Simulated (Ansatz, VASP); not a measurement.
TiB2: VASP beside Ansatz

File INCAR:

```
ALGO     = Normal         # electronic algorithm
EDIFF    = 1E-6           # SCF threshold, eV
ENCUT    = 520            # plane-wave cutoff, eV
GGA      = PS             # functional
ISIF     = 2              # what is computed and relaxed
ISMEAR   = -1             # smearing method
LASPH    = True           # aspherical terms in the spheres
LCHARG   = True           # write CHGCAR
LELF     = True           # ELF
LREAL    = False          # projectors in reciprocal space
LVHAR    = True         
LWAVE    = False          # write WAVECAR
NBANDS   = 16             # bands
NELM     = 80             # most SCF steps
PREC     = Accurate       # precision mode
SIGMA    = 0.03           # smearing width, eV
```

Contents of KPOINTS:

```
k-points
0
Gamma
  14 14 11
```

POSCAR

```
TiB2
1.0
    3.0690606440      0.0000000000      0.0000000000
   -1.5345303220      2.6578844835      0.0000000000
    0.0000000000      0.0000000000      3.2708838193
Ti B
1 2
Direct
    0.0000000000      0.0000000000      0.0000000000
    0.3333333333      0.6666666667      0.5000000000
    0.6666666667      0.3333333333      0.5000000000
```

Input for Ansatz:

```yaml
crystal:
  lattice:
    - [3.069060644, 0.0, 0.0]
    - [-1.534530322, 2.6578844835, 0.0]
    - [0.0, 0.0, 3.2708838193]
  atoms:
    - { symbol: Ti, position: [0.0, 0.0, 0.0] }
    - { symbol: B, position: [0.3333333333, 0.6666666667, 0.5] }
    - { symbol: B, position: [0.6666666667, 0.3333333333, 0.5] }
kpoints:
  mp_grid: { grid: [14, 14, 11] }
  band_path:
    path:
      - [0.0, 0.0, 0.0]
      - [0.5, 0.0, 0.0]
      - [0.3333333333, 0.3333333333, 0.0]
      - [0.0, 0.0, 0.0]
      - [0.0, 0.0, 0.5]
      - [0.5, 0.0, 0.5]
      - [0.3333333333, 0.3333333333, 0.5]
      - [0.0, 0.0, 0.5]
      - [0.5, 0.0, 0.5]
    npoints: 5
scf:
  occupations: { method: fermi_dirac, width: 0.03 }
hamiltonian:
  xc: pbesol
  pseudopotentials: { kind: all_electron, lapw: { basis_error: 0.001 } }
output:
  forces: true
  stress: true
  eigenvalues: true
```

Change from the starting cell: volume scaled by 1.04.

Alike in both runs: task single point; functional PBEsol; k mesh 14 × 14 × 11; occupations fermi-dirac, width 0.03 eV; no spin polarisation.

|  | VASP | Ansatz |
| --- | --- | --- |
| version | VASP 6.6.1 | Ansatz 0.2.0 |
| potentials or method | VASP PAW PBE potentials, release 64 (Ti_sv, B), cutoff 520 eV | all-electron LAPW, scalar-relativistic |

Ansatz gave:

```
pressure (GPa)                                                : -14.2
traceless stress, the component that is largest in VASP (GPa) : -0.40
```

Q: What did VASP give for the same quantities?

A: Pressure (GPa): -13.8; traceless stress, the component that is largest in VASP (GPa): -0.49.

VASP's potentials were made for PBE, not for PBEsol. Ansatz ran all-electron here, and VASP with PAW potentials.
